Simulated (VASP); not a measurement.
**Si2Mo: single point with PBE**

Si2Mo:

```
CELL_PARAMETERS angstrom
3.24097 0.00000 0.00000
0.00000 3.24097 0.00000
0.00000 0.00000 7.63683
ATOMIC_POSITIONS crystal
Si 0.00000 0.00000 0.33494
Si 0.50000 0.50000 0.16506
Si 0.50000 0.50000 0.83494
Si 0.00000 0.00000 0.66506
Mo 0.00000 0.00000 0.00000
Mo 0.50000 0.50000 0.50000
```

This cell differs from its parent crystal: uniaxial strain along c: -3.0 %.

```json
{"Program": "VASP 6.6.1", "Task": "single point", "Functional": "PBE", "Potentials or basis": "VASP PAW PBE potentials, release 64 (Si, Mo_sv)", "Cutoff": "520 eV", "k mesh": "12 × 12 × 6", "Occupations": "gaussian, width 0.1 eV", "Spin": "no spin polarisation"}
```

* Pressure: 4.6 GPa
* Largest force: 0.026 eV/Å
* Band gap on the k mesh: zero (bands 22 and 23 overlap by 0.86 eV)

Forces on the atoms (eV/Å):
```
Si   0.000  0.000 -0.026
Si   0.000  0.000  0.026
Si   0.000  0.000 -0.026
Si   0.000  0.000  0.026
Mo   0.000  0.000  0.000
Mo   0.000  0.000  0.000
```

Stress tensor (GPa, compression positive):
```
-0.84  0.00  0.00
 0.00 -0.84  0.00
 0.00  0.00 15.34
```

Levels at points of the mesh, in eV from the Fermi level:
```csv
k point,band 18,band 19,band 20,band 21,band 22,band 23,band 24,band 25,band 26,band 27
"(0.00, 0.00, 0.00)",-2.13,-0.61,-0.61,-0.42,-0.42,0.30,0.47,3.10,3.29,3.37
"(0.50, 0.00, 0.00)",-2.58,-1.88,-1.88,-0.73,-0.73,1.93,1.93,3.45,3.45,3.71
"(0.50, 0.50, 0.00)",-4.38,-2.70,-2.70,-1.14,-1.14,2.27,2.27,2.86,2.86,3.67
"(0.00, 0.00, 0.50)",-2.11,-1.74,-1.74,0.39,0.39,1.72,1.72,1.72,1.72,2.12
"(0.50, 0.00, 0.50)",-2.65,-2.38,-2.38,-0.49,-0.49,2.23,2.23,3.01,3.01,4.38
"(0.50, 0.50, 0.50)",-2.49,-1.86,-1.86,-1.86,-1.86,0.61,0.61,2.27,2.27,4.23
```

It took 88 s on 1 thread of Intel(R) Xeon(R) 6975P-C (Granite Rapids), with other jobs on the host, peak memory 0.33 GiB.

Caveat: the cell differs from its parent crystal (uniaxial strain along c: -3.0 %); the cell stands under pressure.
